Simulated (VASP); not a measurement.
**Be: single point with r2SCAN**

Crystal: Be.

```xyz
2
Lattice="2.3154 0.0000 0.0000 -1.1577 2.0052 0.0000 0.0000 0.0000 3.6314" Properties=species:S:1:pos:R:3 pbc="T T T"
Be    1.1577    0.6684    2.7235
Be    0.0000    1.3368    0.9078
```

| Property | Result |
| --- | --- |
| Program | VASP 6.6.1 |
| Task | single point |
| Functional | r2SCAN |
| Potentials or basis | VASP PAW PBE potentials, release 64 (Be) |
| Cutoff | 520 eV |
| k mesh | 13 × 13 × 8 |
| Occupations | fermi-dirac, width 0.05 eV |
| Spin | no spin polarisation |

* Pressure: -6.9 GPa
* Band gap on the k mesh: zero (bands 2 and 3 overlap by 1.72 eV)

Stress tensor (GPa, compression positive):
```
-6.57  0.00  0.00
 0.00 -6.57  0.00
 0.00  0.00 -7.68
```

Levels at points of the mesh, in eV from the Fermi level:
```csv
k point,band 1,band 2,band 3,band 4,band 5
"(0.00, 0.00, 0.00)",-11.72,-4.33,1.07,16.59,16.59
"(0.00, 0.00, 0.50)",-9.43,-9.43,11.15,11.15,18.32
```

It took 61 s on 1 thread of Intel Xeon 8259CL, on a shared host, peak memory 0.13 GiB.

Caveat: the cell stands under tension; the PAW data sets were made with another functional, which shifts forces and pressure a little.
